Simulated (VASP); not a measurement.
**TePb3Se2: single point with PBE**

TePb3Se2:

```
Te Pb Se
1.0
    -2.24731    2.24731    9.51538
     2.24731   -2.24731    9.51538
     2.24731    2.24731   -9.51538
Te Pb Se
1 3 2
Direct
  0.50000 0.50000 0.00000
  0.00000 0.00000 0.00000
  0.67202 0.67202 0.00000
  0.32798 0.32798 0.00000
  0.16599 0.16599 0.00000
  0.83401 0.83401 0.00000
```

```yaml
Program: VASP 6.6.1
Task: single point
Functional: PBE
Potentials_or_basis: VASP PAW PBE potentials, release 64 (Te, Pb_d, Se)
Cutoff: 520 eV
k_mesh: 6 × 6 × 6
Occupations: gaussian, width 0.1 eV
Spin: no spin polarisation
```

```yaml
Pressure: -0.2 GPa
Largest_force: 0.030 eV/Å
Band_gap_on_the_k_mesh: 0.42 eV
```

Forces on the atoms (eV/Å):
```
Te   0.000  0.000  0.000
Pb   0.000  0.000  0.000
Pb   0.000  0.000 -0.003
Pb   0.000  0.000  0.003
Se   0.000  0.000  0.030
Se   0.000  0.000 -0.030
```

Stress tensor (GPa, compression positive):
```
-0.13  0.00  0.00
 0.00 -0.13  0.00
 0.00  0.00 -0.27
```

Levels at points of the mesh, in eV from the valence-band top:
```tsv
k point	band 26	band 27	band 28	band 29	band 30	band 31	band 32	band 33	band 34	band 35
(0.00, 0.00, 0.00)	-2.48	-2.48	-1.53	-1.50	-1.50	3.65	3.89	4.00	4.22	4.25
(0.50, 0.00, 0.00)	-1.13	-0.87	-0.75	-0.56	0.00	0.42	1.20	1.40	1.54	1.70
(0.50, 0.50, 0.00)	-3.19	-2.82	-2.78	-1.51	-1.23	2.77	2.84	3.68	4.22	4.30
(0.50, 0.50, 0.50)	-1.89	-1.85	-1.85	-0.83	-0.40	1.78	2.05	3.68	4.18	4.18
```

Wall time 9 min on 1 thread of Intel(R) Xeon(R) Platinum 8559C (Emerald Rapids) (shared host), peak memory 1 GiB.

Caveat: spin-orbit coupling is left out, which moves the levels of the heavy elements. A k mesh can miss the band edges.
